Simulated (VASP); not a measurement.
# ZnSn2N2 (Ibam) in VASP: single point with PBE

Aim: the single point of ZnSn2N2 with PBE.

Program: VASP 6.6.1. These are calculated values, not measurements. Logs are shortened: lines on timing, memory, paths and dates and some standing lists are left out, and cuts for length are marked.

## 1. The cell of the first run

Symmetry: Ibam, No. 72, orthorhombic system. Conventional cell: a = 6.222 Å, b = 9.620 Å, c = 5.881 Å, α = 90.00°, β = 90.00°, γ = 90.00°. Within 2.8 Å of Zn (site symmetry 222) lie 4 N at 2.08 Å. Within 2.8 Å of Sn (site symmetry m) lie 2 N at 2.12 to 2.18 Å. N (site symmetry m) has 2 Zn at 2.08 Å and 2 Sn at 2.12 to 2.18 Å within 2.8 Å.

## 2. Single point, PBE

Input file INCAR:

```
ALGO = Normal
EDIFF = 1E-7
ENCUT = 520
GGA = PE
ISIF = 2
ISMEAR = 0
LASPH = True
LCHARG = False
LREAL = False
LWAVE = False
NBANDS = 61
NELM = 60
PREC = Accurate
SIGMA = 0.15
```

Input file KPOINTS:

```
k-points
0
Gamma
  3 3 3
```

Input file POSCAR:

```
ZnSn2N2
1.0
   -3.1112228866      4.8099103734      2.9404256166
    3.1112228866     -4.8099103734      2.9404256166
    3.1112228866      4.8099103734     -2.9404256166
Zn Sn N
2 4 4
Direct
    0.2500000000      0.2500000000      0.0000000000
    0.7500000000      0.7500000000      0.0000000000
    0.6617022082      1.0536837428      0.7153859509
    0.1617022082      0.4463162572      0.6080184654
    0.8382977918      0.5536837428      0.3919815346
    0.3382977918     -0.0536837428      0.2846140491
    0.3633322075      0.6077858544     -0.0288819381
    0.8633322075      0.8922141456      0.7555463530
    0.1366677925      0.1077858544      0.2444536470
    0.6366677925      0.3922141456      1.0288819381
```

Potentials or basis: VASP PAW PBE potentials, release 64 (Zn, Sn_d, N).

Started as:

```bash
cat potpaw_PBE.64/Zn/POTCAR potpaw_PBE.64/Sn_d/POTCAR potpaw_PBE.64/N/POTCAR > POTCAR
mpirun -np 1 vasp_std > vasp.out
```

OUTCAR:

```text
EDIFF = 1E-7
   ENCUT = 520
   GGA = PE
   ISIF = 2
   ISMEAR = 0
   LASPH = True
   LREAL = False
   NELM = 60
   PREC = Accurate

 ion  position               nearest neighbor table
   1  0.250  0.250  0.000-   7 2.08  10 2.08   8 2.08   9 2.08   2 2.94   2 2.94
   2  0.750  0.750  0.000-   7 2.08  10 2.08   9 2.08   8 2.08   1 2.94   1 2.94
   3  0.662  0.054  0.715-  10 2.12   8 2.18   4 3.02   4 3.02   6 3.18   5 3.54   5 3.54
   4  0.162  0.446  0.608-   9 2.12   7 2.18   3 3.02   3 3.02   5 3.18   6 3.54   6 3.54
   5  0.838  0.554  0.392-   8 2.12  10 2.18   6 3.02   6 3.02   4 3.18   3 3.54   3 3.54
   6  0.338  0.946  0.285-   7 2.12   9 2.18   5 3.02   5 3.02   3 3.18   4 3.54   4 3.54
   7  0.363  0.608  0.971-   1 2.08   2 2.08   6 2.12   4 2.18
   8  0.863  0.892  0.756-   1 2.08   2 2.08   5 2.12   3 2.18
   9  0.137  0.108  0.244-   2 2.08   1 2.08   4 2.12   6 2.18
  10  0.637  0.392  0.029-   1 2.08   2 2.08   3 2.12   5 2.18

  LATTYP: Found a body centered orthorhombic cell.
 ALAT       =     5.8808512332
 B/A-ratio  =     1.0580859006
 C/A-ratio  =     1.6357871276

  Lattice vectors:

 A1 = (   3.1112228866,   4.8099103734,  -2.9404256166)
 A2 = (  -3.1112228866,   4.8099103734,   2.9404256166)
 A3 = (   3.1112228866,  -4.8099103734,   2.9404256166)

Analysis of symmetry for initial positions (statically):
=====================================================================
 Subroutine PRICEL returns:
 Original cell was already a primitive cell.

 Routine SETGRP: Setting up the symmetry group for a
 body centered orthorhombic supercell.

 Subroutine GETGRP returns: Found  8 space group operations
 (whereof  4 operations were pure point group operations)
 out of a pool of  8 trial point group operations.

The static configuration has the point symmetry C_2h.
 The point group associated with its full space group is D_2h.

Analysis of symmetry for dynamics (positions and initial velocities):
=====================================================================
 Subroutine PRICEL returns:
 Original cell was already a primitive cell.

 Routine SETGRP: Setting up the symmetry group for a
 body centered orthorhombic supercell.

 Subroutine GETGRP returns: Found  8 space group operations
 (whereof  4 operations were pure point group operations)
 out of a pool of  8 trial point group operations.

The dynamic configuration has the point symmetry C_2h.
 The point group associated with its full space group is D_2h.

 Subroutine INISYM returns: Found  8 space group operations
 (whereof  4 operations are pure point group operations),
 and found     1 'primitive' translations

----------------------------------------------------------------------------------------

                                     Primitive cell

  volume of cell :     176.0104

  direct lattice vectors                    reciprocal lattice vectors
    -3.111222887  4.809910373  2.940425617     0.000000000  0.103952041  0.170043410
     3.111222887 -4.809910373  2.940425617     0.160708512  0.000000000  0.170043410
     3.111222887  4.809910373 -2.940425617     0.160708512  0.103952041  0.000000000

  length of vectors
     6.439025428  6.439025428  6.439025428     0.199300748  0.233970056  0.191398152

  position of ions in fractional coordinates (direct lattice)
     0.250000000  0.250000000  0.000000000
     0.750000000  0.750000000  0.000000000
     0.661702208  0.053683743  0.715385951
     0.161702208  0.446316257  0.608018465
     0.838297792  0.553683743  0.391981535
     0.338297792  0.946316257  0.284614049
     0.363332208  0.607785854  0.971118062
     0.863332208  0.892214146  0.755546353
     0.136667792  0.107785854  0.244453647
     0.636667792  0.392214146  0.028881938

  ion indices of the primitive-cell ions
   primitive index   ion index
                 1           1
                 2           2
                 3           3
                 4           4
                 5           5
                 6           6
                 7           7
                 8           8
                 9           9
                10          10

----------------------------------------------------------------------------------------

 KPOINTS: k-points

Automatic generation of k-mesh.
 Grid dimensions read from file:
 generate k-points for:    3    3    3

 Generating k-lattice:

  Cartesian coordinates                     Fractional coordinates (reciprocal lattice)
     0.000000000  0.034650680  0.056681137     0.333333333  0.000000000 -0.000000000
     0.053569504  0.000000000  0.056681137     0.000000000  0.333333333  0.000000000
     0.053569504  0.034650680  0.000000000    -0.000000000  0.000000000  0.333333333

  Length of vectors
     0.066433583  0.077990019  0.063799384

  Shift w.r.t. Gamma in fractional coordinates (k-lattice)
     0.000000000  0.000000000  0.000000000

 Subroutine IBZKPT returns following result:
 ===========================================

 Found      8 irreducible k-points:

 Following reciprocal coordinates:
            Coordinates               Weight
  0.000000  0.000000  0.000000      1.000000
  0.333333  0.000000  0.000000      4.000000
 -0.000000  0.333333  0.000000      4.000000
  0.333333  0.333333  0.000000      8.000000
 -0.333333  0.333333  0.000000      4.000000
 -0.333333  0.333333  0.333333      2.000000
  0.333333 -0.333333  0.333333      2.000000
 -0.333333 -0.333333  0.333333      2.000000
   k-points           NKPTS =      8   k-points in BZ     NKDIM =      8   number of bands    NBANDS=     61
   number of dos      NEDOS =    301   number of ions     NIONS =     10
   total plane-waves  NPLWV = 110592
   dimension x,y,z NGX =    48 NGY =   48 NGZ =   48
   dimension x,y,z NGXF=    96 NGYF=   96 NGZF=   96
   ions per type =               2   4   4
   NGX,Y,Z   is equivalent  to a cutoff of  12.39, 12.39, 12.39 a.u.
   NGXF,Y,Z  is equivalent  to a cutoff of  24.79, 24.79, 24.79 a.u.
 SYSTEM =  unknown system
   PREC   = accura    normal or accurate (medium, high low for compatibility)
   ISTART =      0    job   : 0-new  1-cont  2-samecut
   ICHARG =      2    charge: 1-file 2-atom 10-const
   ISPIN  =      1    spin polarized calculation?
   LNONCOLLINEAR =      F non collinear calculations
   LSORBIT =      F    spin-orbit coupling
   LASPH  =      T    aspherical Exc in radial PAW
   ENCUT  =  520.0 eV  38.22 Ry    6.18 a.u.  11.97 11.97 11.97*2*pi/ulx,y,z
   NELM   =     60;   NELMIN=  2; NELMDL= -5     # of ELM steps
   EDIFF  = 0.1E-06   stopping-criterion for ELM
   LREAL  =      F    real-space projection
   EDIFFG = 0.1E-05   stopping-criterion for IOM
   NSW    =      0    number of steps for IOM
   IBRION =     -1    ionic relax: 0-MD 1-quasi-New 2-CG
   NFREE  =      0    steps in history (QN), initial steepest desc. (CG)
   ISIF   =      2    stress and relaxation
   ISYM   =      2    0-nonsym 1-usesym 2-fastsym
   POTIM  = 0.5000    time-step for ionic-motion
   TEBEG  =    0.0;   TEEND  =   0.0 temperature during run
   PSTRESS=    0.0 pullay stress
   NELECT =     100.0000    total number of electrons
   NUPDOWN=      -1.0000    fix difference up-down
   EMIN   =  10.00;   EMAX   =-10.00  energy-range for DOS
   EFERMI =   0.00;   METHOD = LEGACY
   ISMEAR =     0;   SIGMA  =   0.15  broadening in eV -4-tet -1-fermi 0-gaus
   EFERMI_NEDOS =   21; number of points for ismear=-14 and -15
   IALGO  =     38    algorithm
   IMIX   =      4    mixing-type and parameters
     AMIX     =   0.40;   BMIX     =  1.00
     AMIX_MAG =   1.60;   BMIX_MAG =  1.00
  volume/ion in A,a.u.               =      17.60       118.78
  Fermi-wavevector in a.u.,A,eV,Ry     =   1.355903  2.562286 25.013956  1.838474
  Thomas-Fermi vector in A             =   2.482952
   LORBIT       =      0    0 simple, 1 ext, 2 COOP (PROOUT), +10 PAW based schemes
   GGA     = PE    functional components
   LHFCALC =     F    Hartree Fock is set to
   AEXX    =    0.0000 exact exchange contribution
   IVDW    =     0    specifies the selected vdW correction
   LEPSILON=     F    determine dielectric tensor
   LRPA    =     F    only Hartree local field effects (RPA)
 non-spin polarized calculation
 Gauss-broadening in eV      SIGMA  =   0.15
  energy-cutoff  :      520.00
  volume of cell :      176.01
 maximum number of plane-waves:      4769
   NGX = 23   NGY = 23   NGZ = 23

 number of electron     100.0000019 magnetization

 Free energy of the ion-electron system (eV)
  ---------------------------------------------------
  ext. energy  EPLUGINS =         0.00000000
  ---------------------------------------------------
  free energy    TOTEN  =       -47.89153793 eV

  energy without entropy =      -47.85849207  energy(sigma->0) =      -47.87501500

 E-fermi :   5.7257     XC(G=0): -10.3953

 val. band max:        5.6995373759   @ k =   0.3333   0.0000   0.0000
 cond. band min:       5.7914395941   @ k =  -0.3333  -0.3333   0.3333
 fundamental gap:      0.0919022183
 Fermi energy:         5.7257204858

 k-point     1 :       0.0000    0.0000    0.0000
  band No.  band energies     occupation
      1     -15.7416      2.00000
      2     -15.6622      2.00000
      3     -15.5765      2.00000
      4     -15.5603      2.00000
      5     -15.5483      2.00000
      6     -15.5395      2.00000
[... 53 lines left out ...]
     60      11.7298      0.00000
     61      11.8860      0.00000

 k-point     2 :       0.3333    0.0000    0.0000
  band No.  band energies     occupation
      1     -15.6896      2.00000
      2     -15.6331      2.00000
      3     -15.5774      2.00000
      4     -15.5669      2.00000
      5     -15.5620      2.00000
      6     -15.5501      2.00000
[... 53 lines left out ...]
     60      11.3217      0.00000
     61      11.5619      0.00000

 k-point     3 :      -0.0000    0.3333    0.0000
  band No.  band energies     occupation
      1     -15.6850      2.00000
      2     -15.6401      2.00000
      3     -15.5773      2.00000
      4     -15.5705      2.00000
      5     -15.5690      2.00000
      6     -15.5598      2.00000
[... 53 lines left out ...]
     60      11.3883      0.00000
     61      11.7406      0.00000

 k-point     4 :       0.3333    0.3333    0.0000
  band No.  band energies     occupation
      1     -15.6761      2.00000
      2     -15.6541      2.00000
      3     -15.5832      2.00000
      4     -15.5760      2.00000
      5     -15.5600      2.00000
      6     -15.5519      2.00000
[... 53 lines left out ...]
     60      11.4134      0.00000
     61      11.5114      0.00000

 k-point     5 :      -0.3333    0.3333    0.0000
  band No.  band energies     occupation
      1     -15.7297      2.00000
      2     -15.6825      2.00000
      3     -15.5815      2.00000
      4     -15.5687      2.00000
      5     -15.5578      2.00000
      6     -15.5367      2.00000
[... 53 lines left out ...]
     60      11.6743      0.00000
     61      11.8074      0.00000

 k-point     6 :      -0.3333    0.3333    0.3333
  band No.  band energies     occupation
      1     -15.7155      2.00000
      2     -15.7026      2.00000
      3     -15.5849      2.00000
      4     -15.5806      2.00000
      5     -15.5565      2.00000
      6     -15.5342      2.00000
[... 53 lines left out ...]
     60      11.5604      0.00000
     61      11.8150      0.00000

 k-point     7 :       0.3333   -0.3333    0.3333
  band No.  band energies     occupation
      1     -15.7273      2.00000
      2     -15.6905      2.00000
      3     -15.5842      2.00000
      4     -15.5661      2.00000
      5     -15.5523      2.00000
      6     -15.5278      2.00000
[... 53 lines left out ...]
     60      11.3898      0.00000
     61      11.6055      0.00000

 k-point     8 :      -0.3333   -0.3333    0.3333
  band No.  band energies     occupation
      1     -15.6697      2.00000
      2     -15.6647      2.00000
      3     -15.5858      2.00000
      4     -15.5668      2.00000
      5     -15.5547      2.00000
      6     -15.5365      2.00000
[... 53 lines left out ...]
     60      11.0962      0.00000
     61      11.5253      0.00000

------------------------ aborting loop because EDIFF is reached ----------------------------------------

  FORCE on cell =-STRESS in cart. coord.  units (eV):
  Direction    XX          YY          ZZ          XY          YZ          ZX
  --------------------------------------------------------------------------------------
  -------------------------------------------------------------------------------------
  Total        0.4275901     -0.5010757      0.1728686      0.0000000      0.0000000      0.0000000
  in kB        3.8922426     -4.5611634      1.5735780      0.0000000      0.0000000      0.0000000
  external PRESSURE =       0.3015524 kB  Pullay stress =       0.0000000 kB

 VOLUME and BASIS-vectors are now :
 -----------------------------------------------------------------------------
  energy-cutoff  :      520.00
  volume of cell :      176.01
      direct lattice vectors                 reciprocal lattice vectors
    -3.111222887  4.809910373  2.940425617     0.000000000  0.103952041  0.170043410
     3.111222887 -4.809910373  2.940425617     0.160708512  0.000000000  0.170043410
     3.111222887  4.809910373 -2.940425617     0.160708512  0.103952041  0.000000000

 POSITION                                       TOTAL-FORCE (eV/Angst)
 -----------------------------------------------------------------------------------
      0.00000      0.00000      1.47021        -0.000000     -0.000000      0.000000
      0.00000      0.00000      4.41064        -0.000000     -0.000000      0.000000
      0.33404      6.36546      0.00000         0.004478     -0.068352      0.000000
      2.77718      1.55555      0.00000        -0.004478     -0.068352      0.000000
      0.33404      3.25436      2.94043         0.004478      0.068352      0.000000
      2.77718     -1.55555      2.94043        -0.004478      0.068352      0.000000
      3.78191      3.49519      0.00000         0.076791     -0.082854     -0.000000
      2.44053      3.49519      2.94043        -0.076791     -0.082854      0.000000
      0.67069      1.31472     -0.00000         0.076791      0.082854     -0.000000
     -0.67069      1.31472      2.94043        -0.076791      0.082854     -0.000000
 -----------------------------------------------------------------------------------
    total drift:                               -0.000000     -0.000000      0.000000

  FREE ENERGIE OF THE ION-ELECTRON SYSTEM (eV)
  ---------------------------------------------------
  free  energy   TOTEN  =       -47.8915379289 eV

  energy  without entropy=      -47.8584920704  energy(sigma->0) =      -47.87501500
```

Run time: 2.2 min. Hardware: 1 thread of Intel Xeon Platinum 8259CL at 2.50GHz (Skylake/Cascade Lake), shared host; peak memory 0.35 GiB.

What came out:

| Property | Result |
| --- | --- |
| Free energy | -47.8915 eV |
| Pressure | 0.0 GPa |
| Largest force | 0.113 eV/Å |
| Band gap on the k mesh | zero (band 50 reaches 5.79 eV, above the bottom of band 51 at 5.16 eV) |

Forces on the atoms (eV/Å):
```
Zn   0.000  0.000  0.000
Zn   0.000  0.000  0.000
Sn   0.004 -0.068  0.000
Sn  -0.004 -0.068  0.000
Sn   0.004  0.068  0.000
Sn  -0.004  0.068  0.000
N    0.077 -0.083  0.000
N   -0.077 -0.083  0.000
N    0.077  0.083  0.000
N   -0.077  0.083  0.000
```

Levels at points of the mesh, in eV from the Fermi level:
```csv
k point,band 48,band 49,band 50,band 51,band 52,band 53
"(0.00, 0.00, 0.00)",-1.08,-0.85,-0.11,0.46,1.37,1.83
```

Caveat: the k points lie up to 0.49 Å⁻¹ apart; spin-orbit coupling is left out, which moves the levels of the heavy elements.
